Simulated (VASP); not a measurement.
Sb:

```
Sb
1.0
     2.15420    1.24373    3.75800
    -2.15420    1.24373    3.75800
     0.00000   -2.48746    3.75800
Sb
2
Direct
  0.23349 0.23349 0.23349
  0.76651 0.76651 0.76651
```

- Program: VASP 6.6.1
- Task: relaxation of the atoms
- Functional: PBE
- Dispersion: D3(BJ)
- Potentials or basis: VASP PAW PBE potentials, release 64 (Sb)
- Cutoff: 520 eV
- k mesh: 12 × 12 × 12
- Occupations: gaussian, width 0.1 eV
- Spin: no spin polarisation

At the start: pressure 0.2 GPa; volume 30.21 Å³/atom.

Task: How do energy, volume and symmetry change on relaxing?

Result: Over 3 steps the energy falls by 2.7 meV/atom at a fixed cell; space group R-3m (No. 166, to 0.1 Å) before and after.

The path:
```
step  energy change (eV)  largest force (eV/Å)  pressure (GPa)
   1              0.0000                0.2375            0.19
   2             -0.0040                0.1146           -0.13
   3             -0.0053                0.0017           -0.45
```

Final structure:
```
CELL_PARAMETERS angstrom
2.15420 1.24373 3.75800
-2.15420 1.24373 3.75800
0.00000 -2.48746 3.75800
ATOMIC_POSITIONS crystal
Sb 0.23556 0.23556 0.23556
Sb 0.76444 0.76444 0.76444
```
